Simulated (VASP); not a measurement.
Write the native input for VASP 6.6.1 that does the following.

```
Task                   : single point
Functional             : LDA
Potentials or basis    : VASP PAW LDA potentials, release 64 (Ir, Rh_pv)
Cutoff                 : 520 eV
k mesh                 : 4 × 4 × 4
Occupations            : methfessel-paxton, width 0.1 eV
Spin                   : no spin polarisation
Dipole correction      : no
Further INCAR settings : ALGO = Normal; EDIFF = 1e-07; NBANDS = 29
```

The structure of Ir3Rh lies in POSCAR:

```
Ir3Rh
1.0
    3.8403360000      0.0000000000      0.0000000000
    0.0000000000      3.8403360000      0.0000000000
    0.0000000000      0.0000000000      3.8403360000
Ir Rh
3 1
Direct
    0.5000000000      0.0000000000      0.5000000000
    0.0000000000      0.5000000000      0.5000000000
    0.5000000000      0.5000000000      0.0000000000
    0.0000000000      0.0000000000      0.0000000000
```

The input as run:

INCAR

```
SYSTEM = Ir3Rh
PREC = Accurate
ENCUT = 520
EDIFF = 1E-7
ISMEAR = 1
SIGMA = 0.1
LREAL = .False.
LASPH = .True.
NELM = 80
ALGO = Normal
ISIF = 2
LWAVE = .False.
LCHARG = .False.
NBANDS = 29
```

KPOINTS

```
Automatic mesh
0
Gamma
  4 4 4
  0 0 0
```

Potentials or basis: VASP PAW LDA potentials, release 64 (Ir, Rh_pv).

Run with:

```bash
$ cat potpaw_LDA.64/Ir/POTCAR potpaw_LDA.64/Rh_pv/POTCAR > POTCAR
$ mpirun -np 1 vasp_std > vasp.out
```

Results of the run:

* Pressure: -8.9 GPa
* Band gap on the k mesh: zero (band 21 reaches 11.55 eV, above the bottom of band 22 at 9.22 eV)

Caveat: the k points lie up to 0.41 Å⁻¹ apart; spin-orbit coupling is left out, which moves the levels of the heavy elements.

Wall time 9.1 s on 1 thread of Intel(R) Xeon(R) 6975P-C (Granite Rapids), on a shared host, peak memory 0.15 GiB.
